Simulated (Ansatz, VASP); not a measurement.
**Ge: VASP beside Ansatz**

```xyz
1
Lattice="1.4155 -2.6347 0.0000 1.4155 2.6347 0.0000 0.0000 0.0000 2.7337" Properties=species:S:1:pos:R:3 pbc="T T T"
Ge    1.4155    0.0000    0.0000
```

Change from the starting cell: volume scaled by 1.04.

Alike in both runs: task single point; functional PBE; k mesh 11 × 11 × 10; occupations fermi-dirac, width 0.05 eV; no spin polarisation.

|  | VASP | Ansatz |
| --- | --- | --- |
| version | VASP 6.6.1 | Ansatz 0.2.0 |
| potentials or method | VASP PAW PBE potentials, release 64 (Ge_d), cutoff 520 eV | all-electron LAPW, scalar-relativistic |

Ansatz gave:

- gap on the k mesh at the Fermi level (eV): none
- pressure (GPa): -2.8
- traceless stress, the component that is largest in VASP (GPa): -1.69

**Question.** Which values does VASP return?

**Answer.** gap on the k mesh at the Fermi level (eV): none; pressure (GPa): -3.0; traceless stress, the component that is largest in VASP (GPa): -1.69.

A gap of «none» marks a metal or a gap that the smearing closes. Ansatz ran all-electron here, and VASP with PAW potentials.
